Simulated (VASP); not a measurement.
Wanted: the native input for a VASP 6.6.1 run.

- Task: single point
- Functional: LDA
- Potentials or basis: VASP PAW LDA potentials, release 64 (Cs_sv, H)
- Cutoff: 520 eV
- k mesh: 8 × 8 × 8
- Occupations: gaussian, width 0.02 eV
- Spin: no spin polarisation
- Dipole correction: no
- Further INCAR settings: ALGO = Normal; EDIFF = 1e-06; NBANDS = 12

The structure of CsH lies in POSCAR:

```
CsH
1.0
    3.6385986753      0.0000000000      0.0000000000
    0.0000000000      3.6385986753      0.0000000000
    0.0000000000      0.0000000000      3.6385986753
Cs H
1 1
Direct
    0.0000000000      0.0000000000      0.0000000000
    0.5000000000      0.5000000000      0.5000000000
```

One way to write it, as run:

INCAR

```
  PREC = Accurate
  ENCUT = 520
  EDIFF = 1E-6
  ISMEAR = 0
  SIGMA = 0.02
  LREAL = False
  LASPH = True
  NELM = 80
  ALGO = Normal
  ISIF = 2
  LWAVE = False
  LCHARG = False
  NBANDS = 12
```

KPOINTS

```
regular mesh
0
Gamma
  8 8 8
```

Potentials or basis: VASP PAW LDA potentials, release 64 (Cs_sv, H).

Command:

```sh
$ cat potpaw_LDA.64/Cs_sv/POTCAR potpaw_LDA.64/H/POTCAR > POTCAR
$ mpirun -np 1 vasp_std > vasp.out
```

Results of the run:

```
Pressure               : 0.1 GPa
Band gap on the k mesh : 2.35 eV
```

Caveat: spin-orbit coupling is left out, which moves the levels of the heavy elements.

It took 14 s on 1 thread of Intel(R) Xeon(R) Platinum 8259CL CPU @ 2.50GHz (Skylake/Cascade Lake), with other jobs on the host, peak memory 0.14 GiB.
